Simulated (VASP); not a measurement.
# SrCl2 (P-3m1) in VASP: further runs

SrCl2 is run at these levels: PBE, r2SCAN; tasks: single point.

Program: VASP 6.6.1. These are calculated values, not measurements. Logs are shortened: lines on timing, memory, paths and dates and some standing lists are left out, and cuts for length are marked.

### 1 The cell of the first run

It takes space group P-3m1 (No. 164, trigonal). Conventional cell: a = 4.512 Å, b = 4.512 Å, c = 5.432 Å, α = 90.00°, β = 90.00°, γ = 120.00°. Within 3.9 Å of Sr (site symmetry -3m) lie 6 Cl at 2.93 Å. Within 3.9 Å of Cl (site symmetry 3m) lie 3 Sr at 2.93 Å and 6 Cl at 3.73 to 3.80 Å.

### 2 Single point, PBE (epitaxial xy strain +2.4%)

INCAR reads:

```
PREC = Accurate
ENCUT = 520
EDIFF = 1E-7
ISMEAR = -1
SIGMA = 0.02
LREAL = F
LASPH = T
NELM = 80
ALGO = Normal
ISIF = 2
LWAVE = F
LCHARG = F
GGA = PE
NBANDS = 19
```

KPOINTS reads:

```
regular mesh
0
Gamma
  6 6 6
```

POSCAR reads:

```
SrCl2
1.0
    4.5121414295      0.0000000000      0.0000000000
   -2.2560707147      3.9076291034      0.0000000000
    0.0000000000      0.0000000000      5.4317679063
Sr Cl
1 2
Direct
    0.0000000000      0.0000000000      0.0000000000
    0.3333333333      0.6666666667      0.2452279687
    0.6666666667      0.3333333333      0.7547720313
```

Potentials or basis: VASP PAW PBE potentials, release 64 (Sr_sv, Cl).

Started as:

```console
$ cat potpaw_PBE.64/Sr_sv/POTCAR potpaw_PBE.64/Cl/POTCAR > POTCAR
$ mpirun -np 1 vasp_std > vasp.out
```

OUTCAR:

```text
PREC = Accurate
   ENCUT = 520
   EDIFF = 1E-7
   ISMEAR = -1
   LREAL = F
   LASPH = T
   NELM = 80
   ISIF = 2
   GGA = PE

 ion  position               nearest neighbor table
   1  0.000  0.000  0.000-   2 2.93   3 2.93   2 2.93   3 2.93   3 2.93   2 2.93
   2  0.333  0.667  0.245-   1 2.93   1 2.93   1 2.93
   3  0.667  0.333  0.755-   1 2.93   1 2.93   1 2.93

  LATTYP: Found a hexagonal cell.
 ALAT       =     4.5121414295
 C/A-ratio  =     1.2038115363

  Lattice vectors:

 A1 = (   4.5121414295,   0.0000000000,   0.0000000000)
 A2 = (  -2.2560707147,   3.9076291034,   0.0000000000)
 A3 = (   0.0000000000,   0.0000000000,   5.4317679063)

Analysis of symmetry for initial positions (statically):
=====================================================================
 Subroutine PRICEL returns:
 Original cell was already a primitive cell.

 Routine SETGRP: Setting up the symmetry group for a
 hexagonal supercell.

 Subroutine GETGRP returns: Found 12 space group operations
 (whereof 12 operations were pure point group operations)
 out of a pool of 24 trial point group operations.

The static configuration has the point symmetry D_3d.

Analysis of symmetry for dynamics (positions and initial velocities):
=====================================================================
 Subroutine PRICEL returns:
 Original cell was already a primitive cell.

 Routine SETGRP: Setting up the symmetry group for a
 hexagonal supercell.

 Subroutine GETGRP returns: Found 12 space group operations
 (whereof 12 operations were pure point group operations)
 out of a pool of 24 trial point group operations.

The dynamic configuration has the point symmetry D_3d.

 Subroutine INISYM returns: Found 12 space group operations
 (whereof 12 operations are pure point group operations),
 and found     1 'primitive' translations

----------------------------------------------------------------------------------------

                                     Primitive cell

  volume of cell :      95.7717

  direct lattice vectors                    reciprocal lattice vectors
     4.512141429  0.000000000  0.000000000     0.221624259  0.127954825  0.000000000
    -2.256070715  3.907629103  0.000000000     0.000000000  0.255909651  0.000000000
     0.000000000  0.000000000  5.431767906     0.000000000  0.000000000  0.184102122

  length of vectors
     4.512141429  4.512141429  5.431767906     0.255909651  0.255909651  0.184102122

  position of ions in fractional coordinates (direct lattice)
     0.000000000  0.000000000  0.000000000
     0.333333333  0.666666667  0.245227969
     0.666666667  0.333333333  0.754772031

  ion indices of the primitive-cell ions
   primitive index   ion index
                 1           1
                 2           2
                 3           3

----------------------------------------------------------------------------------------

 KPOINTS: regular mesh

Automatic generation of k-mesh.
 Grid dimensions read from file:
 generate k-points for:    6    6    6

 Generating k-lattice:

  Cartesian coordinates                     Fractional coordinates (reciprocal lattice)
     0.036937376  0.021325804  0.000000000     0.166666667 -0.000000000  0.000000000
     0.000000000  0.042651608  0.000000000     0.000000000  0.166666667  0.000000000
     0.000000000  0.000000000  0.030683687     0.000000000  0.000000000  0.166666667

  Length of vectors
     0.042651608  0.042651608  0.030683687

  Shift w.r.t. Gamma in fractional coordinates (k-lattice)
     0.000000000  0.000000000  0.000000000

 Subroutine IBZKPT returns following result:
 ===========================================

 Found     34 irreducible k-points:

 Following reciprocal coordinates:
            Coordinates               Weight
  0.000000  0.000000  0.000000      1.000000
  0.166667  0.000000  0.000000      6.000000
  0.333333  0.000000  0.000000      6.000000
  0.500000  0.000000  0.000000      3.000000
  0.166667  0.166667  0.000000      6.000000
  0.333333  0.166667  0.000000     12.000000
[... 16 lines left out ...]
  0.500000  0.000000  0.333333      6.000000
  0.166667  0.166667  0.333333     12.000000
 [... further k-points ...]
   k-points           NKPTS =     34   k-points in BZ     NKDIM =     34   number of bands    NBANDS=     19
   number of dos      NEDOS =    301   number of ions     NIONS =      3
   total plane-waves  NPLWV =  51840
   dimension x,y,z NGX =    36 NGY =   36 NGZ =   40
   dimension x,y,z NGXF=    72 NGYF=   72 NGZF=   80
   ions per type =               1   2
   NGX,Y,Z   is equivalent  to a cutoff of  13.26, 13.26, 12.24 a.u.
   NGXF,Y,Z  is equivalent  to a cutoff of  26.53, 26.53, 24.48 a.u.
 SYSTEM =  unknown system
   PREC   = accura    normal or accurate (medium, high low for compatibility)
   ISTART =      0    job   : 0-new  1-cont  2-samecut
   ICHARG =      2    charge: 1-file 2-atom 10-const
   ISPIN  =      1    spin polarized calculation?
   LNONCOLLINEAR =      F non collinear calculations
   LSORBIT =      F    spin-orbit coupling
   LASPH  =      T    aspherical Exc in radial PAW
   ENCUT  =  520.0 eV  38.22 Ry    6.18 a.u.   8.39  8.39 10.10*2*pi/ulx,y,z
   NELM   =     80;   NELMIN=  2; NELMDL= -5     # of ELM steps
   EDIFF  = 0.1E-06   stopping-criterion for ELM
   LREAL  =      F    real-space projection
   EDIFFG = 0.1E-05   stopping-criterion for IOM
   NSW    =      0    number of steps for IOM
   IBRION =     -1    ionic relax: 0-MD 1-quasi-New 2-CG
   NFREE  =      0    steps in history (QN), initial steepest desc. (CG)
   ISIF   =      2    stress and relaxation
   ISYM   =      2    0-nonsym 1-usesym 2-fastsym
   POTIM  = 0.5000    time-step for ionic-motion
   TEBEG  =    0.0;   TEEND  =   0.0 temperature during run
   PSTRESS=    0.0 pullay stress
   NELECT =      24.0000    total number of electrons
   NUPDOWN=      -1.0000    fix difference up-down
   EMIN   =  10.00;   EMAX   =-10.00  energy-range for DOS
   EFERMI =   0.00;   METHOD = LEGACY
   ISMEAR =    -1;   SIGMA  =   0.02  broadening in eV -4-tet -1-fermi 0-gaus
   EFERMI_NEDOS =   21; number of points for ismear=-14 and -15
   IALGO  =     38    algorithm
   IMIX   =      4    mixing-type and parameters
     AMIX     =   0.40;   BMIX     =  1.00
     AMIX_MAG =   1.60;   BMIX_MAG =  1.00
  volume/ion in A,a.u.               =      31.92       215.43
  Fermi-wavevector in a.u.,A,eV,Ry     =   1.032126  1.950436 14.494077  1.065285
  Thomas-Fermi vector in A             =   2.166309
   LORBIT       =      0    0 simple, 1 ext, 2 COOP (PROOUT), +10 PAW based schemes
   GGA     = PE    functional components
   LHFCALC =     F    Hartree Fock is set to
   AEXX    =    0.0000 exact exchange contribution
   IVDW    =     0    specifies the selected vdW correction
   LEPSILON=     F    determine dielectric tensor
   LRPA    =     F    only Hartree local field effects (RPA)
 non-spin polarized calculation
  energy-cutoff  :      520.00
  volume of cell :       95.77
 maximum number of plane-waves:      2618
 NGX is ok and might be reduce to    36
   NGX = 17   NGY = 17   NGZ = 21

 number of electron      23.9999997 magnetization

 Free energy of the ion-electron system (eV)
  ---------------------------------------------------
  ext. energy  EPLUGINS =         0.00000000
  ---------------------------------------------------
  free energy    TOTEN  =       -12.59599195 eV

  energy without entropy =      -12.59599195  energy(sigma->0) =      -12.59599195

 E-fermi :  -0.2822     XC(G=0):  -7.7289

 val. band max:       -0.7512450173   @ k =   0.0000   0.0000   0.0000
 cond. band min:       4.1901100296   @ k =   0.0000   0.0000   0.0000
 fundamental gap:      4.9413550469
 Fermi energy:        -0.2822473968

 k-point     1 :       0.0000    0.0000    0.0000
  band No.  band energies     occupation
      1     -33.5922      2.00000
      2     -15.8095      2.00000
      3     -15.5542      2.00000
      4     -15.5542      2.00000
      5     -13.6914      2.00000
      6     -13.0230      2.00000
[... 11 lines left out ...]
     18       7.5246      0.00000
     19       7.5246      0.00000

 k-point     2 :       0.1667    0.0000    0.0000
  band No.  band energies     occupation
      1     -33.5905      2.00000
      2     -15.7809      2.00000
      3     -15.6636      2.00000
      4     -15.5627      2.00000
      5     -13.5392      2.00000
      6     -13.0930      2.00000
[... 11 lines left out ...]
     18       7.5591      0.00000
     19       8.2895      0.00000

 k-point     3 :       0.3333    0.0000    0.0000
  band No.  band energies     occupation
      1     -33.5872      2.00000
      2     -15.8634      2.00000
      3     -15.6997      2.00000
      4     -15.5797      2.00000
      5     -13.3580      2.00000
      6     -13.1466      2.00000
[... 11 lines left out ...]
     18       7.8641      0.00000
     19       8.9140      0.00000

 k-point     4 :       0.5000    0.0000    0.0000
  band No.  band energies     occupation
      1     -33.5856      2.00000
      2     -15.9426      2.00000
      3     -15.6641      2.00000
      4     -15.5881      2.00000
      5     -13.3944      2.00000
      6     -13.0589      2.00000
[... 407 lines left out ...]
     18       7.7192      0.00000
     19       8.1959      0.00000

 k-point    23 :       0.5000    0.0000    0.3333
  band No.  band energies     occupation
      1     -33.5855      2.00000
      2     -15.9364      2.00000
      3     -15.6686      2.00000
      4     -15.5875      2.00000
      5     -13.4355      2.00000
      6     -13.0202      2.00000
[... 11 lines left out ...]
     18       7.9638      0.00000
     19       8.4169      0.00000

 k-point    24 :       0.1667    0.1667    0.3333
  band No.  band energies     occupation
      1     -33.5880      2.00000
      2     -15.7822      2.00000
      3     -15.7476      2.00000
      4     -15.5906      2.00000
      5     -13.3098      2.00000
      6     -13.2166      2.00000
[... 11 lines left out ...]
     18       7.8766      0.00000
     19       8.6234      0.00000

 [... further k-points ...]

------------------------ aborting loop because EDIFF is reached ----------------------------------------

  FORCE on cell =-STRESS in cart. coord.  units (eV):
  Direction    XX          YY          ZZ          XY          YZ          ZX
  --------------------------------------------------------------------------------------
  -------------------------------------------------------------------------------------
  Total        0.0783813      0.0783813      0.7507395      0.0000000      0.0000000     -0.0000000
  in kB        1.3112502      1.3112502     12.5592187      0.0000000      0.0000000     -0.0000000
  external PRESSURE =       5.0605731 kB  Pullay stress =       0.0000000 kB

 VOLUME and BASIS-vectors are now :
 -----------------------------------------------------------------------------
  energy-cutoff  :      520.00
  volume of cell :       95.77
      direct lattice vectors                 reciprocal lattice vectors
     4.512141429  0.000000000  0.000000000     0.221624259  0.127954825  0.000000000
    -2.256070715  3.907629103  0.000000000     0.000000000  0.255909651  0.000000000
     0.000000000  0.000000000  5.431767906     0.000000000  0.000000000  0.184102122

 POSITION                                       TOTAL-FORCE (eV/Angst)
 -----------------------------------------------------------------------------------
      0.00000      0.00000      0.00000         0.000000      0.000000     -0.000000
     -0.00000      2.60509      1.33202         0.000000     -0.000000      0.019579
      2.25607      1.30254      4.09975        -0.000000      0.000000     -0.019579
 -----------------------------------------------------------------------------------
    total drift:                               -0.000000      0.000000     -0.000000

  FREE ENERGIE OF THE ION-ELECTRON SYSTEM (eV)
  ---------------------------------------------------
  free  energy   TOTEN  =       -12.5959919502 eV

  energy  without entropy=      -12.5959919502  energy(sigma->0) =      -12.59599195
```

Wall time 64 s (1 thread of Intel Xeon Platinum 8259CL at 2.50GHz (Skylake/Cascade Lake), shared host); peak memory 0.24 GiB.

Results:

| Item | Value |
| --- | --- |
| Free energy | -12.5960 eV |
| Pressure | 0.5 GPa |
| Largest force | 0.020 eV/Å |
| Band gap on the k mesh | 4.94 eV, direct |

Forces in eV/Å, atoms in the order of the input:
```
Sr   0.000  0.000  0.000
Cl   0.000  0.000  0.020
Cl   0.000  0.000 -0.020
```

Stress tensor (GPa, compression positive):
```
0.13 0.00 0.00
0.00 0.13 0.00
0.00 0.00 1.26
```

Caveat: the cell differs from its parent crystal (epitaxial xy strain +2.4%). A k mesh can miss the band edges.

### 3 Single point, PBE (biaxial xy strain +2.4%)

INCAR reads:

```
PREC = Accurate ; ENCUT = 520
EDIFF = 1E-6 ; ISMEAR = -1
SIGMA = 0.02 ; LREAL = False
LASPH = True ; NELM = 60
ALGO = Normal ; ISIF = 2
LWAVE = False ; LCHARG = False
GGA = PE ; NBANDS = 19
```

KPOINTS reads:

```
Automatic mesh
0
Gamma
  6 6 6
```

POSCAR reads:

```
SrCl2
1.0
    4.5143450539      0.0000000000      0.0000000000
   -2.2571725270      3.9095374981      0.0000000000
    0.0000000000      0.0000000000      5.5960650195
Sr Cl
1 2
Direct
    0.0000000000      0.0000000000      0.0000000000
    0.3333333333      0.6666666667      0.2394000416
    0.6666666667      0.3333333333      0.7605999584
```

Potentials or basis: VASP PAW PBE potentials, release 64 (Sr_sv, Cl).

Started as:

```console
$ cat potpaw_PBE.64/Sr_sv/POTCAR potpaw_PBE.64/Cl/POTCAR > POTCAR
$ mpirun -np 1 vasp_std > vasp.out
```

Run time: 59 s. Hardware: 1 thread of Intel Xeon Platinum 8259CL at 2.50GHz (Skylake/Cascade Lake), shared host; peak memory 0.25 GiB.

Results (log left out):

* Free energy: -12.6145 eV
* Pressure: 0.2 GPa
* Largest force: 0.026 eV/Å
* Band gap on the k mesh: 4.99 eV, direct

Forces in eV/Å, atoms in the order of the input:
```
Sr   0.000  0.000  0.000
Cl   0.000  0.000  0.026
Cl   0.000  0.000 -0.026
```

Stress tensor (GPa, compression positive):
```
-0.10  0.00  0.00
 0.00 -0.10  0.00
 0.00  0.00  0.88
```

Levels at points of the mesh, in eV from the valence-band top:
```tsv
k point	band 8	band 9	band 10	band 11	band 12	band 13	band 14	band 15	band 16	band 17
(0.00, 0.00, 0.00)	-1.45	-1.45	-0.46	-0.46	0.00	4.99	6.64	6.64	7.49	7.60
(0.50, 0.00, 0.00)	-1.06	-0.99	-0.90	-0.83	-0.70	5.55	6.71	7.92	7.98	8.40
(0.00, 0.00, 0.50)	-1.34	-1.24	-0.83	-0.60	-0.60	6.38	6.38	6.52	7.07	7.92
(0.50, 0.00, 0.50)	-1.50	-1.15	-0.81	-0.49	-0.27	6.22	7.32	7.73	7.79	8.12
```

Caveat: the cell differs from its parent crystal (biaxial xy strain +2.4%). A k mesh can miss the band edges.

### 4 Single point, r2SCAN (epitaxial xy strain +2.4%)

POSCAR reads:

```
SrCl2
1.0
    4.5121414295      0.0000000000      0.0000000000
   -2.2560707147      3.9076291034      0.0000000000
    0.0000000000      0.0000000000      5.4317679063
Sr Cl
1 2
Direct
    0.0000000000      0.0000000000      0.0000000000
    0.3333333333      0.6666666667      0.2452279687
    0.6666666667      0.3333333333      0.7547720313
```

INCAR.step1 reads:

```
SYSTEM = SrCl2
ALGO = Normal ; EDIFF = 1E-4
ENCUT = 520 ; GGA = PE
ISMEAR = 0 ; LASPH = .True.
LCHARG = .False. ; LREAL = .False.
LWAVE = .True. ; NBANDS = 19
NELM = 60 ; PREC = Accurate
SIGMA = 0.01
```

INCAR.step2 reads:

```
SYSTEM = SrCl2
ALGO = Normal ; EDIFF = 1E-6
ENCUT = 520 ; ISIF = 2
ISMEAR = 0 ; ISTART = 1
LASPH = .True. ; LCHARG = .False.
LMIXTAU = .True. ; LREAL = .False.
LWAVE = .False. ; METAGGA = R2SCAN
NBANDS = 19 ; NELM = 60
PREC = Accurate ; SIGMA = 0.01
```

KPOINTS reads:

```
k-points
0
Gamma
  6 6 6
  0 0 0
```

Started as:

```console
$ cat potpaw_PBE.64/Sr_sv/POTCAR potpaw_PBE.64/Cl/POTCAR > POTCAR
$ cp INCAR.step1 INCAR
$ mpirun -np 1 vasp_std > vasp.out
$ cp INCAR.step2 INCAR
$ mpirun -np 1 vasp_std > vasp.out
```

It took 3.7 min on 1 thread of Intel Xeon Platinum 8259CL at 2.50GHz (Skylake/Cascade Lake), shared host; peak memory 0.26 GiB.

It converged, with:

```
Free energy            : -35.4239 eV
Pressure               : -0.1 GPa
Largest force          : 0.009 eV/Å
Band gap on the k mesh : 5.55 eV, direct
```

Forces in eV/Å, atoms in the order of the input:
```
Sr   0.000  0.000  0.000
Cl   0.000  0.000  0.009
Cl   0.000  0.000 -0.009
```

Stress tensor (GPa, compression positive):
```
-0.50  0.00  0.00
 0.00 -0.50  0.00
 0.00  0.00  0.61
```

Levels at points of the mesh, in eV from the valence-band top:
| k point | band 10 | band 11 | band 12 | band 13 | band 14 | band 15 |
| --- | --- | --- | --- | --- | --- | --- |
| (0.00, 0.00, 0.00) | -0.51 | -0.51 | 0.00 | 5.55 | 7.24 | 7.24 |
| (0.50, 0.00, 0.00) | -0.95 | -0.93 | -0.76 | 5.94 | 7.20 | 8.54 |
| (0.00, 0.00, 0.50) | -0.95 | -0.70 | -0.70 | 6.90 | 6.90 | 7.29 |
| (0.50, 0.00, 0.50) | -0.86 | -0.50 | -0.28 | 6.82 | 7.99 | 8.15 |

Caveat: the cell differs from its parent crystal (epitaxial xy strain +2.4%); the PAW data sets were made with another functional, which shifts forces and pressure a little. A k mesh can miss the band edges.

(Part 1 of 2 ends here.)
